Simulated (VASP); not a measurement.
# Li (Pmmm) in VASP: single point with PBE

Aim: the single point of Li with PBE.

All numbers are computed with VASP 6.6.1; they aren't measurements. Logs are shortened: lines on timing, memory, paths and dates and some standing lists are left out, and cuts for length are marked.

## Step 1: The cell of the first run

Symmetry: Pmmm, No. 47, orthorhombic system. Conventional cell: a = 10.000 Å, b = 10.500 Å, c = 11.000 Å, α = 90.00°, β = 90.00°, γ = 90.00°.

## Step 2: Single point, PBE, collinear spin, ferromagnetic start

File INCAR:

```
ALGO     = Normal         # electronic algorithm
EDIFF    = 1E-6           # SCF threshold, eV
ENCUT    = 520            # plane-wave cutoff, eV
GGA      = PE             # functional
ISIF     = 2              # what is computed and relaxed
ISMEAR   = -1             # smearing method
ISPIN    = 2              # spin polarisation
LASPH    = True           # aspherical terms in the spheres
LCHARG   = False          # write CHGCAR
LORBIT   = 11             # projections on sites
LREAL    = False          # projectors in reciprocal space
LWAVE    = False          # write WAVECAR
MAGMOM   = 1              # initial moments
NBANDS   = 12             # bands
NELM     = 150            # most SCF steps
PREC     = Accurate       # precision mode
SIGMA    = 0.01           # smearing width, eV
```

File KPOINTS:

```
k-points
0
Gamma
  1 1 1
```

File POSCAR:

```
Li
1.0
   10.0000000000      0.0000000000      0.0000000000
    0.0000000000     10.5000000000      0.0000000000
    0.0000000000      0.0000000000     11.0000000000
Li
1
Direct
    0.5000000000      0.5000000000      0.5000000000
```

Potentials or basis: VASP PAW PBE potentials, release 64 (Li_sv).

On the command line:

```bash
cat potpaw_PBE.64/Li_sv/POTCAR > POTCAR
mpirun -np 1 vasp_gam > vasp.out
```

OUTCAR:

```text
EDIFF = 1E-6
   ENCUT = 520
   GGA = PE
   ISIF = 2
   ISMEAR = -1
   ISPIN = 2
   LASPH = True
   LORBIT = 11
   LREAL = False
   NELM = 150
   PREC = Accurate

 ion  position               nearest neighbor table
   1  0.500  0.500  0.500-

  LATTYP: Found a simple orthorhombic cell.
 ALAT       =    10.0000000000
 B/A-ratio  =     1.0500000000
 C/A-ratio  =     1.1000000000

  Lattice vectors:

 A1 = (  10.0000000000,   0.0000000000,   0.0000000000)
 A2 = (   0.0000000000,  10.5000000000,   0.0000000000)
 A3 = (   0.0000000000,   0.0000000000,  11.0000000000)

Analysis of symmetry for initial positions (statically):
=====================================================================
 Subroutine PRICEL returns:
 Original cell was already a primitive cell.

 Routine SETGRP: Setting up the symmetry group for a
 simple orthorhombic supercell.

 Subroutine GETGRP returns: Found  8 space group operations
 (whereof  8 operations were pure point group operations)
 out of a pool of  8 trial point group operations.

The static configuration has the point symmetry D_2h.

Analysis of symmetry for dynamics (positions and initial velocities):
=====================================================================
 Subroutine PRICEL returns:
 Original cell was already a primitive cell.

 Routine SETGRP: Setting up the symmetry group for a
 simple orthorhombic supercell.

 Subroutine GETGRP returns: Found  8 space group operations
 (whereof  8 operations were pure point group operations)
 out of a pool of  8 trial point group operations.

The dynamic configuration has the point symmetry D_2h.

Analysis of structural, dynamic, and magnetic symmetry:
=====================================================================
 Subroutine PRICEL returns:
 Original cell was already a primitive cell.

 Routine SETGRP: Setting up the symmetry group for a
 simple orthorhombic supercell.

 Subroutine GETGRP returns: Found  8 space group operations
 (whereof  8 operations were pure point group operations)
 out of a pool of  8 trial point group operations.

The overall configuration has the point symmetry D_2h.

 Subroutine INISYM returns: Found  8 space group operations
 (whereof  8 operations are pure point group operations),
 and found     1 'primitive' translations

----------------------------------------------------------------------------------------

                                     Primitive cell

  volume of cell :    1155.0000

  direct lattice vectors                    reciprocal lattice vectors
    10.000000000  0.000000000  0.000000000     0.100000000  0.000000000  0.000000000
     0.000000000 10.500000000  0.000000000     0.000000000  0.095238095  0.000000000
     0.000000000  0.000000000 11.000000000     0.000000000  0.000000000  0.090909091

  length of vectors
    10.000000000 10.500000000 11.000000000     0.100000000  0.095238095  0.090909091

  position of ions in fractional coordinates (direct lattice)
     0.500000000  0.500000000  0.500000000

  ion indices of the primitive-cell ions
   primitive index   ion index
                 1           1

----------------------------------------------------------------------------------------

 KPOINTS: k-points

Automatic generation of k-mesh.
 Grid dimensions read from file:
 generate k-points for:    1    1    1

 Generating k-lattice:

  Cartesian coordinates                     Fractional coordinates (reciprocal lattice)
     0.100000000  0.000000000  0.000000000     1.000000000  0.000000000  0.000000000
     0.000000000  0.095238095  0.000000000     0.000000000  1.000000000  0.000000000
     0.000000000  0.000000000  0.090909091     0.000000000  0.000000000  1.000000000

  Length of vectors
     0.100000000  0.095238095  0.090909091

  Shift w.r.t. Gamma in fractional coordinates (k-lattice)
     0.000000000  0.000000000  0.000000000

 Subroutine IBZKPT returns following result:
 ===========================================

 Found      1 irreducible k-points:

 Following reciprocal coordinates:
            Coordinates               Weight
  0.000000  0.000000  0.000000      1.000000
   k-points           NKPTS =      1   k-points in BZ     NKDIM =      1   number of bands    NBANDS=     12
   number of dos      NEDOS =    301   number of ions     NIONS =      1
   total plane-waves  NPLWV = 537600
   dimension x,y,z NGX =    80 NGY =   80 NGZ =   84
   dimension x,y,z NGXF=   160 NGYF=  160 NGZF=  168
   ions per type =               1
   NGX,Y,Z   is equivalent  to a cutoff of  13.30, 12.67, 12.70 a.u.
   NGXF,Y,Z  is equivalent  to a cutoff of  26.60, 25.33, 25.39 a.u.
 SYSTEM =  unknown system
   PREC   = accura    normal or accurate (medium, high low for compatibility)
   ISTART =      0    job   : 0-new  1-cont  2-samecut
   ICHARG =      2    charge: 1-file 2-atom 10-const
   ISPIN  =      2    spin polarized calculation?
   LNONCOLLINEAR =      F non collinear calculations
   LSORBIT =      F    spin-orbit coupling
   LASPH  =      T    aspherical Exc in radial PAW
   ENCUT  =  520.0 eV  38.22 Ry    6.18 a.u.  18.59 19.52 20.45*2*pi/ulx,y,z
   NELM   =    150;   NELMIN=  2; NELMDL= -5     # of ELM steps
   EDIFF  = 0.1E-05   stopping-criterion for ELM
   LREAL  =      F    real-space projection
[... 7 lines left out ...]
   TEBEG  =    0.0;   TEEND  =   0.0 temperature during run
   PSTRESS=    0.0 pullay stress
   NELECT =       3.0000    total number of electrons
   NUPDOWN=      -1.0000    fix difference up-down
   EMIN   =  10.00;   EMAX   =-10.00  energy-range for DOS
   EFERMI =   0.00;   METHOD = LEGACY
   ISMEAR =    -1;   SIGMA  =   0.01  broadening in eV -4-tet -1-fermi 0-gaus
   EFERMI_NEDOS =   21; number of points for ismear=-14 and -15
   IALGO  =     38    algorithm
   IMIX   =      4    mixing-type and parameters
     AMIX     =   0.40;   BMIX     =  1.00
     AMIX_MAG =   1.60;   BMIX_MAG =  1.00
  volume/ion in A,a.u.               =    1155.00      7794.32
  Fermi-wavevector in a.u.,A,eV,Ry     =   0.225037  0.425259  0.689024  0.050642
  Thomas-Fermi vector in A             =   1.011536
   LORBIT       =     11    0 simple, 1 ext, 2 COOP (PROOUT), +10 PAW based schemes
   GGA     = PE    functional components
   LHFCALC =     F    Hartree Fock is set to
   AEXX    =    0.0000 exact exchange contribution
   IVDW    =     0    specifies the selected vdW correction
   LEPSILON=     F    determine dielectric tensor
   LRPA    =     F    only Hartree local field effects (RPA)
 spin polarized calculation
  energy-cutoff  :      520.00
  volume of cell :     1155.00
 maximum number of plane-waves:     15548
 NGX is ok and might be reduce to    80
   NGX = 37   NGY = 39   NGZ = 41

 number of electron       2.9999994 magnetization       1.0000001

 Free energy of the ion-electron system (eV)
  ---------------------------------------------------
  ext. energy  EPLUGINS =         0.00000000
  ---------------------------------------------------
  free energy    TOTEN  =        -0.31278301 eV

  energy without entropy =       -0.31278301  energy(sigma->0) =       -0.31278301

 E-fermi :  -2.8631     XC(G=0):  -0.5320

 val. band max:       -3.1360030445   @ k =   0.0000   0.0000   0.0000
 cond. band min:      -1.2202164205   @ k =   0.0000   0.0000   0.0000
 fundamental gap:      1.9157866240
 Fermi energy:        -2.8630720402

 spin component 1

 k-point     1 :       0.0000    0.0000    0.0000
  band No.  band energies     occupation
      1     -51.7034      1.00000
      2      -3.1360      1.00000
      3      -1.2202      0.00000
      4      -1.2033      0.00000
      5      -1.1813      0.00000
      6      -0.3965      0.00000
      7       0.3684      0.00000
      8       0.4494      0.00000
      9       0.9187      0.00000
     10       1.0251      0.00000
     11       1.1458      0.00000
     12       1.2922      0.00000
 Fermi energy:        -2.8630720402

 spin component 2

 k-point     1 :       0.0000    0.0000    0.0000
  band No.  band energies     occupation
      1     -51.4795      1.00000
      2      -0.1257      0.00000
      3       0.6036      0.00000
      4       1.2986      0.00000
      5       1.4766      0.00000
      6       1.5046      0.00000
      7       1.6350      0.00000
      8       1.6569      0.00000
      9       2.2456      0.00000
     10       2.2532      0.00000
     11       2.3701      0.00000
     12       2.7780      0.00000

------------------------ aborting loop because EDIFF is reached ----------------------------------------

  FORCE on cell =-STRESS in cart. coord.  units (eV):
  Direction    XX          YY          ZZ          XY          YZ          ZX
  --------------------------------------------------------------------------------------
  -------------------------------------------------------------------------------------
  Total       -0.0817630     -0.0620810     -0.0475585      0.0000000      0.0000000      0.0000000
  in kB       -0.1134188     -0.0861166     -0.0659716      0.0000000      0.0000000      0.0000000
  external PRESSURE =      -0.0885024 kB  Pullay stress =       0.0000000 kB

 VOLUME and BASIS-vectors are now :
 -----------------------------------------------------------------------------
  energy-cutoff  :      520.00
  volume of cell :     1155.00
      direct lattice vectors                 reciprocal lattice vectors
    10.000000000  0.000000000  0.000000000     0.100000000  0.000000000  0.000000000
     0.000000000 10.500000000  0.000000000     0.000000000  0.095238095  0.000000000
     0.000000000  0.000000000 11.000000000     0.000000000  0.000000000  0.090909091

 POSITION                                       TOTAL-FORCE (eV/Angst)
 -----------------------------------------------------------------------------------
      5.00000      5.25000      5.50000         0.000000      0.000000      0.000000
 -----------------------------------------------------------------------------------
    total drift:                                0.000000      0.000000      0.000000

  FREE ENERGIE OF THE ION-ELECTRON SYSTEM (eV)
  ---------------------------------------------------
  free  energy   TOTEN  =        -0.3127830074 eV

  energy  without entropy=       -0.3127830074  energy(sigma->0) =       -0.31278301

 total charge

# of ion       s       p       d       tot
------------------------------------------
    1        2.036   0.000   0.000   2.036

 magnetization (x)

# of ion       s       p       d       tot
------------------------------------------
    1        0.056   0.000   0.000   0.056
```

Wall time 5 min (1 thread of Intel Xeon 8259CL, shared host); peak memory 1.3 GiB.

Results:

| Property | Result |
| --- | --- |
| Free energy | -0.3128 eV |
| Band gap on the k mesh | 1.92 eV |
| Net moment | 1.00 μB per cell |
| Site moments | Li +0.06 μB |
| Valence electrons inside the program's atomic spheres | Li 2.04 |

Levels at points of the mesh, in eV from the valence-band top:
Spin up:
| k point | band 1 | band 2 | band 3 | band 4 | band 5 | band 6 | band 7 |
| --- | --- | --- | --- | --- | --- | --- | --- |
| (0.00, 0.00, 0.00) | -48.57 | 0.00 | 1.92 | 1.93 | 1.95 | 2.74 | 3.50 |
Spin down:
| k point | band 1 | band 2 | band 3 | band 4 |
| --- | --- | --- | --- | --- |
| (0.00, 0.00, 0.00) | -48.34 | 3.01 | 3.74 | 4.43 |

Caveat: the k points lie up to 0.63 Å⁻¹ apart; the cutoff is under 1.25 times the usual one of these potentials, so pressure, stress and relaxed cells hold a basis-set (Pulay) error. A k mesh can miss the band edges.
